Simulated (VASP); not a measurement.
Input of a VASP 6.6.1 run:

The input POSCAR:

```
SnO2
1.0
    4.6177565128      0.0000000000      0.0000000000
    0.0000000000      4.6177565128      0.0000000000
    0.0000000000      0.0000000000      3.2755873261
Sn O
2 4
Direct
    0.0000000000      0.0000000000      0.0000000000
    0.5000000000      0.5000000000      0.5000000000
    0.3067198412      0.3067198412      0.0000000000
    0.1932801588      0.8067198412      0.5000000000
    0.8067198412      0.1932801588      0.5000000000
    0.6932801588      0.6932801588      0.0000000000
```

The input INCAR.step1:

```
PREC = Accurate
ENCUT = 520
ISMEAR = 0
SIGMA = 0.01
LREAL = False
LASPH = True
NELM = 80
NBANDS = 35
GGA = PE
ALGO = Normal
EDIFF = 1E-4
LWAVE = True
LCHARG = False
```

Contents of INCAR.step2:

```
PREC = Accurate
ENCUT = 520
EDIFF = 1E-7
ISMEAR = 0
SIGMA = 0.01
LREAL = False
LASPH = True
NELM = 80
ALGO = Normal
ISIF = 2
LWAVE = False
LCHARG = True
METAGGA = R2SCAN
LMIXTAU = True
LELF = True
LVHAR = True
NBANDS = 35
ISTART = 1
```

Contents of KPOINTS:

```
Automatic mesh
0
Gamma
  6 6 8
```

Potentials or basis: VASP PAW PBE potentials, release 64 (Sn_d, O).

The run is started by

```bash
$ cat potpaw_PBE.64/Sn_d/POTCAR potpaw_PBE.64/O/POTCAR > POTCAR
$ cp INCAR.step1 INCAR
$ mpirun -np 1 vasp_std > vasp.out
$ cp INCAR.step2 INCAR
$ mpirun -np 1 vasp_std > vasp.out
```

Task: Predict the pressure.

Result: 8.3 GPa.

Task: What does it give for the band gap on the k mesh?

Result: 2.12 eV, direct.

Task: Estimate the largest force.

Result: 0.003 eV/Å.

Stress tensor (GPa, compression positive):
```
11.70  0.00  0.00
 0.00 11.70  0.00
 0.00  0.00  1.39
```

Caveat: the cell differs from its parent crystal (epitaxial xy strain -3.0%); the PAW data sets were made with another functional, which shifts forces and pressure a little; spin-orbit coupling is left out, which moves the levels of the heavy elements.
